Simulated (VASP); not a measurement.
Input of a VASP 6.6.1 run:

Contents of INCAR:

```
SYSTEM = Cu
PREC = Accurate ; ENCUT = 520
EDIFF = 1E-7 ; ISMEAR = -1
SIGMA = 0.1 ; LREAL = .False.
LASPH = .True. ; NELM = 60
ALGO = Normal ; ISIF = 2
LWAVE = .False. ; LCHARG = .False.
GGA = PE ; NBANDS = 18
```

KPOINTS

```
regular mesh
0
Gamma
  14 14 14
  0 0 0
```

The input POSCAR:

```
Cu
1.0
    0.0000000000      2.4922417295      2.4922417295
    2.4922417295      0.0000000000      2.4922417295
    2.4922417295      2.4922417295      0.0000000000
Cu
2
Direct
   -0.1250000000     -0.1250000000     -0.1250000000
    0.1250000000      0.1250000000      0.1250000000
```

Potentials or basis: VASP PAW PBE potentials, release 64 (Cu).

Command:

```bash
$ cat potpaw_PBE.64/Cu/POTCAR > POTCAR
$ mpirun -np 1 vasp_std > vasp.out
```

Q: Estimate the band gap on the k mesh.

A: Zero (band 11 reaches 5.44 eV, above the bottom of band 12 at 4.37 eV).

Q: Predict the pressure.

A: 20.2 GPa.
